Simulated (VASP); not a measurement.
# Ga (Cmce) in VASP: notebook

The runs below take Ga through single point, relaxation of cell and atoms, with LDA.

All numbers are computed with VASP 6.6.1; they aren't measurements. Logs are shortened: lines on timing, memory, paths and dates and some standing lists are left out, and cuts for length are marked.

### Step 1. The cell of the first run

It takes space group Cmce (No. 64, orthorhombic). Conventional cell: a = 4.432 Å, b = 7.490 Å, c = 4.426 Å, α = 90.00°, β = 90.00°, γ = 90.00°. Ga (site symmetry m) has 7 Ga at 2.45 to 2.73 Å within 3.2 Å.

### Step 2. Single point, LDA

Input file INCAR:

```
PREC     = Accurate       # precision mode
ENCUT    = 500            # plane-wave cutoff, eV
EDIFF    = 1E-6           # SCF threshold, eV
ISMEAR   = 0              # smearing method
SIGMA    = 0.1            # smearing width, eV
LREAL    = False          # projectors in reciprocal space
LASPH    = True           # aspherical terms in the spheres
NELM     = 120            # most SCF steps
ALGO     = Normal         # electronic algorithm
ISIF     = 2              # what is computed and relaxed
LWAVE    = False          # write WAVECAR
LCHARG   = False          # write CHGCAR
GGA      = CA             # functional
NBANDS   = 34             # bands
GGA_COMPAT= False
```

Input file KPOINTS:

```
regular mesh
0
Gamma
  10 10 10
```

Input file POSCAR:

```
Ga
1.0
    2.2160168832     -3.7448889201      0.0000000000
    2.2160168832      3.7448889201      0.0000000000
    0.0000000000      0.0000000000      4.4263571393
Ga
4
Direct
    0.8440165638      0.1559834362      0.0847067358
    0.6559834362      0.3440165638      0.5847067358
    0.1559834362      0.8440165638      0.9152932642
    0.3440165638      0.6559834362      0.4152932642
```

Potentials or basis: VASP PAW LDA potentials, release 64 (Ga_d).

Launch:

```
> cat potpaw_LDA.64/Ga_d/POTCAR > POTCAR
> mpirun -np 1 vasp_std > vasp.out
```

OUTCAR:

```text
PREC = Accurate
   ENCUT = 500
   EDIFF = 1E-6
   ISMEAR = 0
   LREAL = False
   LASPH = True
   NELM = 120
   ISIF = 2
   GGA = CA

 ion  position               nearest neighbor table
   1  0.844  0.156  0.085-   3 2.45   2 2.62   2 2.62   4 2.66   4 2.66   3 2.73   3 2.73
   2  0.656  0.344  0.585-   4 2.45   1 2.62   1 2.62   3 2.66   3 2.66   4 2.73   4 2.73
   3  0.156  0.844  0.915-   1 2.45   4 2.62   4 2.62   2 2.66   2 2.66   1 2.73   1 2.73
   4  0.344  0.656  0.415-   2 2.45   3 2.62   3 2.62   1 2.66   1 2.66   2 2.73   2 2.73

  LATTYP: Found a base centered orthorhombic cell.
 ALAT       =     4.4320337664
 B/A-ratio  =     1.6899189480
 C/A-ratio  =     0.9987191823

  Lattice vectors:

 A1 = (   2.2160168832,  -3.7448889201,   0.0000000000)
 A2 = (   2.2160168832,   3.7448889201,   0.0000000000)
 A3 = (   0.0000000000,   0.0000000000,   4.4263571393)

Analysis of symmetry for initial positions (statically):
=====================================================================
 Subroutine PRICEL returns:
 Original cell was already a primitive cell.

 Routine SETGRP: Setting up the symmetry group for a
 base centered orthorhombic supercell.

 Subroutine GETGRP returns: Found  8 space group operations
 (whereof  4 operations were pure point group operations)
 out of a pool of  8 trial point group operations.

The static configuration has the point symmetry C_2h.
 The point group associated with its full space group is D_2h.

Analysis of symmetry for dynamics (positions and initial velocities):
=====================================================================
 Subroutine PRICEL returns:
 Original cell was already a primitive cell.

 Routine SETGRP: Setting up the symmetry group for a
 base centered orthorhombic supercell.

 Subroutine GETGRP returns: Found  8 space group operations
 (whereof  4 operations were pure point group operations)
 out of a pool of  8 trial point group operations.

The dynamic configuration has the point symmetry C_2h.
 The point group associated with its full space group is D_2h.

 Subroutine INISYM returns: Found  8 space group operations
 (whereof  4 operations are pure point group operations),
 and found     1 'primitive' translations

----------------------------------------------------------------------------------------

                                     Primitive cell

  volume of cell :      73.4663

  direct lattice vectors                    reciprocal lattice vectors
     2.216016883 -3.744888920  0.000000000     0.225630050 -0.133515309  0.000000000
     2.216016883  3.744888920  0.000000000     0.225630050  0.133515309  0.000000000
     0.000000000  0.000000000  4.426357139     0.000000000  0.000000000  0.225919412

  length of vectors
     4.351427794  4.351427794  4.426357139     0.262174097  0.262174097  0.225919412

  position of ions in fractional coordinates (direct lattice)
     0.844016564  0.155983436  0.084706736
     0.655983436  0.344016564  0.584706736
     0.155983436  0.844016564  0.915293264
     0.344016564  0.655983436  0.415293264

  ion indices of the primitive-cell ions
   primitive index   ion index
                 1           1
                 2           2
                 3           3
                 4           4

----------------------------------------------------------------------------------------

 KPOINTS: regular mesh

Automatic generation of k-mesh.
 Grid dimensions read from file:
 generate k-points for:   10   10   10

 Generating k-lattice:

  Cartesian coordinates                     Fractional coordinates (reciprocal lattice)
     0.022563005 -0.013351531  0.000000000     0.100000000  0.000000000  0.000000000
     0.022563005  0.013351531  0.000000000     0.000000000  0.100000000  0.000000000
     0.000000000  0.000000000  0.022591941     0.000000000  0.000000000  0.100000000

  Length of vectors
     0.026217410  0.026217410  0.022591941

  Shift w.r.t. Gamma in fractional coordinates (k-lattice)
     0.000000000  0.000000000  0.000000000

 Subroutine IBZKPT returns following result:
 ===========================================

 Found    186 irreducible k-points:

 Following reciprocal coordinates:
            Coordinates               Weight
  0.000000  0.000000  0.000000      1.000000
  0.100000 -0.000000  0.000000      4.000000
  0.200000 -0.000000  0.000000      4.000000
  0.300000 -0.000000  0.000000      4.000000
  0.400000  0.000000  0.000000      4.000000
  0.500000 -0.000000  0.000000      2.000000
[... 16 lines left out ...]
  0.300000  0.300000  0.000000      2.000000
  0.400000  0.300000  0.000000      4.000000
 [... further k-points ...]
   k-points           NKPTS =    186   k-points in BZ     NKDIM =    186   number of bands    NBANDS=     34
   number of dos      NEDOS =    301   number of ions     NIONS =      4
   total plane-waves  NPLWV =  32768
   dimension x,y,z NGX =    32 NGY =   32 NGZ =   32
   dimension x,y,z NGXF=    64 NGYF=   64 NGZF=   64
   ions per type =               4
   NGX,Y,Z   is equivalent  to a cutoff of  12.23, 12.23, 12.02 a.u.
   NGXF,Y,Z  is equivalent  to a cutoff of  24.45, 24.45, 24.04 a.u.
 SYSTEM =  unknown system
   PREC   = accura    normal or accurate (medium, high low for compatibility)
   ISTART =      0    job   : 0-new  1-cont  2-samecut
   ICHARG =      2    charge: 1-file 2-atom 10-const
   ISPIN  =      1    spin polarized calculation?
   LNONCOLLINEAR =      F non collinear calculations
   LSORBIT =      F    spin-orbit coupling
   LASPH  =      T    aspherical Exc in radial PAW
   ENCUT  =  500.0 eV  36.75 Ry    6.06 a.u.   7.93  7.93  8.07*2*pi/ulx,y,z
   NELM   =    120;   NELMIN=  2; NELMDL= -5     # of ELM steps
   EDIFF  = 0.1E-05   stopping-criterion for ELM
   LREAL  =      F    real-space projection
   EDIFFG = 0.1E-04   stopping-criterion for IOM
   NSW    =      0    number of steps for IOM
   IBRION =     -1    ionic relax: 0-MD 1-quasi-New 2-CG
   NFREE  =      0    steps in history (QN), initial steepest desc. (CG)
   ISIF   =      2    stress and relaxation
   ISYM   =      2    0-nonsym 1-usesym 2-fastsym
   POTIM  = 0.5000    time-step for ionic-motion
   TEBEG  =    0.0;   TEEND  =   0.0 temperature during run
   PSTRESS=    0.0 pullay stress
   NELECT =      52.0000    total number of electrons
   NUPDOWN=      -1.0000    fix difference up-down
   EMIN   =  10.00;   EMAX   =-10.00  energy-range for DOS
   EFERMI =   0.00;   METHOD = LEGACY
   ISMEAR =     0;   SIGMA  =   0.10  broadening in eV -4-tet -1-fermi 0-gaus
   EFERMI_NEDOS =   21; number of points for ismear=-14 and -15
   IALGO  =     38    algorithm
   IMIX   =      4    mixing-type and parameters
     AMIX     =   0.40;   BMIX     =  1.00
     AMIX_MAG =   1.60;   BMIX_MAG =  1.00
  volume/ion in A,a.u.               =      18.37       123.94
  Fermi-wavevector in a.u.,A,eV,Ry     =   1.458970  2.757054 28.961286  2.128594
  Thomas-Fermi vector in A             =   2.575592
   LORBIT       =      0    0 simple, 1 ext, 2 COOP (PROOUT), +10 PAW based schemes
   GGA     = CA    functional components
   LHFCALC =     F    Hartree Fock is set to
   AEXX    =    0.0000 exact exchange contribution
   IVDW    =     0    specifies the selected vdW correction
   LEPSILON=     F    determine dielectric tensor
   LRPA    =     F    only Hartree local field effects (RPA)
 non-spin polarized calculation
 Gauss-broadening in eV      SIGMA  =   0.10
  energy-cutoff  :      500.00
  volume of cell :       73.47
 maximum number of plane-waves:      1896
   NGX = 15   NGY = 15   NGZ = 17

 number of electron      52.0000049 magnetization

 Free energy of the ion-electron system (eV)
  ---------------------------------------------------
  ext. energy  EPLUGINS =         0.00000000
  ---------------------------------------------------
  free energy    TOTEN  =       -14.42904937 eV

  energy without entropy =      -14.42436490  energy(sigma->0) =      -14.42670714

 E-fermi :   5.3063     XC(G=0): -11.2977

 val. band max:        5.2972101307   @ k =   0.1000  -0.0000   0.1000
 cond. band min:       5.3199197338   @ k =  -0.2000   0.2000   0.5000
 fundamental gap:      0.0227096031
 Fermi energy:         5.3062501068

 k-point     1 :       0.0000    0.0000    0.0000
  band No.  band energies     occupation
      1      -9.9847      2.00000
      2      -9.9766      2.00000
      3      -9.9396      2.00000
      4      -9.9203      2.00000
      5      -9.8945      2.00000
      6      -9.8711      2.00000
[... 26 lines left out ...]
     33      12.4370      0.00000
     34      13.0637      0.00000

 k-point     2 :       0.1000   -0.0000    0.0000
  band No.  band energies     occupation
      1      -9.9874      2.00000
      2      -9.9716      2.00000
      3      -9.9428      2.00000
      4      -9.9249      2.00000
      5      -9.8858      2.00000
      6      -9.8684      2.00000
[... 26 lines left out ...]
     33      12.5397      0.00000
     34      13.1652      0.00000

 k-point     3 :       0.2000   -0.0000    0.0000
  band No.  band energies     occupation
      1      -9.9901      2.00000
      2      -9.9580      2.00000
      3      -9.9527      2.00000
      4      -9.9348      2.00000
      5      -9.8764      2.00000
      6      -9.8499      2.00000
[... 26 lines left out ...]
     33      11.8941      0.00000
     34      12.8030      0.00000

 k-point     4 :       0.3000   -0.0000    0.0000
  band No.  band energies     occupation
      1      -9.9880      2.00000
      2      -9.9604      2.00000
      3      -9.9524      2.00000
      4      -9.9316      2.00000
      5      -9.8797      2.00000
      6      -9.8665      2.00000
[... 26 lines left out ...]
     33      11.5304      0.00000
     34      12.8692      0.00000

 k-point     5 :       0.4000    0.0000    0.0000
  band No.  band energies     occupation
      1      -9.9848      2.00000
      2      -9.9643      2.00000
      3      -9.9519      2.00000
      4      -9.9170      2.00000
      5      -9.8948      2.00000
      6      -9.8870      2.00000
[... 621 lines left out ...]
 k-point    22 :      -0.2000    0.2000    0.0000
  band No.  band energies     occupation
      1      -9.9990      2.00000
      2      -9.9780      2.00000
      3      -9.9386      2.00000
      4      -9.9197      2.00000
      5      -9.8992      2.00000
      6      -9.8841      2.00000
[... 26 lines left out ...]
     33      10.9707      0.00000
     34      11.6189      0.00000

 k-point    23 :       0.3000    0.3000    0.0000
  band No.  band energies     occupation
      1     -10.0311      2.00000
      2      -9.9845      2.00000
      3      -9.9586      2.00000
      4      -9.9115      2.00000
      5      -9.9042      2.00000
      6      -9.8182      2.00000
[... 26 lines left out ...]
     33      14.9170      0.00000
     34      15.0002      0.00000

 k-point    24 :       0.4000    0.3000    0.0000
  band No.  band energies     occupation
      1     -10.0359      2.00000
      2      -9.9973      2.00000
      3      -9.9606      2.00000
      4      -9.8988      2.00000
      5      -9.8834      2.00000
      6      -9.8571      2.00000
[... 26 lines left out ...]
     33      14.8391      0.00000
     34      15.0738      0.00000

 [... further k-points ...]

------------------------ aborting loop because EDIFF is reached ----------------------------------------

  FORCE on cell =-STRESS in cart. coord.  units (eV):
  Direction    XX          YY          ZZ          XY          YZ          ZX
  --------------------------------------------------------------------------------------
  -------------------------------------------------------------------------------------
  Total        0.0710729      0.1048142      0.0835707      0.0000000      0.0000000      0.0000000
  in kB        1.5499805      2.2858216      1.8225368      0.0000000      0.0000000      0.0000000
  external PRESSURE =       1.8861130 kB  Pullay stress =       0.0000000 kB

 VOLUME and BASIS-vectors are now :
 -----------------------------------------------------------------------------
  energy-cutoff  :      500.00
  volume of cell :       73.47
      direct lattice vectors                 reciprocal lattice vectors
     2.216016883 -3.744888920  0.000000000     0.225630050 -0.133515309  0.000000000
     2.216016883  3.744888920  0.000000000     0.225630050  0.133515309  0.000000000
     0.000000000  0.000000000  4.426357139     0.000000000  0.000000000  0.225919412

 POSITION                                       TOTAL-FORCE (eV/Angst)
 -----------------------------------------------------------------------------------
      2.21602     -2.57661      0.37494         0.000000     -0.002852      0.002533
      2.21602     -1.16828      2.58812         0.000000      0.002852      0.002533
      2.21602      2.57661      4.05141         0.000000      0.002852     -0.002533
      2.21602      1.16828      1.83824         0.000000     -0.002852     -0.002533
 -----------------------------------------------------------------------------------
    total drift:                               -0.000000     -0.000000      0.000000

  FREE ENERGIE OF THE ION-ELECTRON SYSTEM (eV)
  ---------------------------------------------------
  free  energy   TOTEN  =       -14.4290493683 eV

  energy  without entropy=      -14.4243649040  energy(sigma->0) =      -14.42670714
```

Run time: 2.4 min. Hardware: 1 thread of AMD EPYC 9R45 (Zen 5), shared host; peak memory 0.35 GiB.

What came out:

```yaml
Free_energy: -14.4290 eV
Pressure: 0.2 GPa
Largest_force: 0.004 eV/Å
Band_gap_on_the_k_mesh: zero (bands 26 and 27 overlap by 1.41 eV)
```

Forces on the atoms (eV/Å):
```
Ga   0.000 -0.003  0.003
Ga   0.000  0.003  0.003
Ga   0.000  0.003 -0.003
Ga   0.000 -0.003 -0.003
```

### Step 3. Relaxation of cell and atoms, LDA

This run uses another cell than the first one, of 19.59 Å³/atom.

Input file INCAR:

```
SYSTEM = Ga
  PREC = Accurate
  ENCUT = 500
  EDIFF = 1E-7
  ISMEAR = 0
  SIGMA = 0.1
  LREAL = .False.
  LASPH = .True.
  NELM = 120
  ALGO = Normal
  ISIF = 3
  LWAVE = .False.
  LCHARG = .False.
  GGA = CA
  IBRION = 2
  NSW = 80
  EDIFFG = -0.003
  GGA_COMPAT = .False.
  NELMIN = 4
```

Input file KPOINTS:

```
Automatic mesh
0
Gamma
  10 10 10
  0 0 0
```

Input file POSCAR:

```
Ga
1.0
    2.2615000000     -3.8305000000      0.0000000000
    2.2615000000      3.8305000000      0.0000000000
    0.0000000000      0.0000000000      4.5240000000
Ga
4
Direct
    0.8451000000      0.1549000000      0.0810000000
    0.6549000000      0.3451000000      0.5810000000
    0.1549000000      0.8451000000      0.9190000000
    0.3451000000      0.6549000000      0.4190000000
```

Potentials or basis: VASP PAW LDA potentials, release 64 (Ga_d).

Launch:

```
> cat potpaw_LDA.64/Ga_d/POTCAR > POTCAR
> mpirun -np 1 vasp_std > vasp.out
```

Wall time 36 min (1 thread of AMD EPYC 9R45 (Zen 5), shared host); peak memory 0.36 GiB.

The run converged. Its results:

```yaml
Free_energy: -14.4294 eV
Relaxed_volume: 18.42 Å³/atom
Relaxed_cell: a = 4.356 Å, b = 4.356 Å, c = 4.431 Å, α = 90.00°, β = 90.00°, γ = 118.78°
Space_group_after_relaxing_to_0.1_Å: Cmce (No. 64)
Energy_gained_by_relaxing: 14.8 meV/atom
Ionic_steps: 23
Pressure_after_relaxing: 0.0 GPa
Band_gap_on_the_k_mesh: zero (bands 26 and 27 overlap by 1.40 eV)
```

Step by step:
| step | energy change (eV) | largest force (eV/Å) | pressure (GPa) | volume (Å³) |
| --- | --- | --- | --- | --- |
| 1 | 0.0000 | 0.1753 | -3.55 | 78.38 |
| 2 | -0.0582 | 0.0299 | 0.22 | 73.56 |
| 3 | -0.0582 | 0.0330 | 0.06 | 73.77 |
| 4 | -0.0581 | 0.0348 | -0.09 | 73.86 |
| 5 | -0.0583 | 0.0282 | -0.17 | 73.87 |
| 6 | -0.0587 | 0.0220 | -0.18 | 73.90 |
| 7 | -0.0589 | 0.0191 | -0.02 | 73.75 |
| 8 | -0.0589 | 0.0173 | 0.05 | 73.66 |
| 9 | -0.0589 | 0.0168 | 0.09 | 73.63 |
| 10 | -0.0590 | 0.0136 | 0.08 | 73.64 |
| 11 | -0.0591 | 0.0117 | 0.06 | 73.64 |
| 12 | -0.0591 | 0.0269 | 0.05 | 73.65 |
| 13 | -0.0592 | 0.0157 | 0.05 | 73.64 |
| 14 | -0.0592 | 0.0026 | -0.02 | 73.73 |
| 15 | -0.0592 | 0.0025 | 0.02 | 73.71 |
| 16 | -0.0592 | 0.0013 | -0.02 | 73.71 |
| 17 | -0.0592 | 0.0023 | -0.01 | 73.71 |
| 18 | -0.0592 | 0.0004 | -0.02 | 73.70 |
| 19 | -0.0592 | 0.0030 | -0.02 | 73.70 |
| 20 | -0.0592 | 0.0005 | 0.03 | 73.66 |
| 21 | -0.0592 | 0.0020 | -0.06 | 73.68 |
| 22 | -0.0592 | 0.0004 | 0.08 | 73.67 |
| 23 | -0.0592 | 0.0015 | 0.00 | 73.67 |

Final structure:
```
Ga
1.0
     2.21793   -3.74874    0.00000
     2.21793    3.74874    0.00000
     0.00000    0.00000    4.43054
Ga
4
Direct
  0.84404 0.15596 0.08485
  0.65596 0.34404 0.58485
  0.15596 0.84404 0.91515
  0.34404 0.65596 0.41515
```

Levels at points of the mesh, in eV from the Fermi level:
```
           k point  band 23  band 24  band 25  band 26  band 27  band 28  band 29  band 30
(0.00, 0.00, 0.00)    -3.82    -1.81    -1.67    -0.72     0.95     1.09     1.13     5.38
(0.50, 0.00, 0.00)    -3.45    -3.45    -1.40    -1.40     0.85     0.85     4.40     4.40
(0.50, 0.50, 0.00)    -4.13    -3.46    -1.65    -1.55     1.16     1.28     3.58     4.00
(0.00, 0.00, 0.50)    -0.01    -0.01     0.03     0.03     0.13     0.13     2.20     2.20
(0.50, 0.00, 0.50)    -6.46    -6.46    -1.57    -1.57     0.62     0.62     7.53     7.53
(0.50, 0.50, 0.50)    -5.47    -5.47    -1.34    -1.34    -0.95    -0.95     7.07     7.07
```

LDA usually gives volumes a few per cent too small. Zero-point motion and thermal expansion aren't in these numbers.

The gap in the log of VASP goes by the Fermi energy; the results here count the filled bands.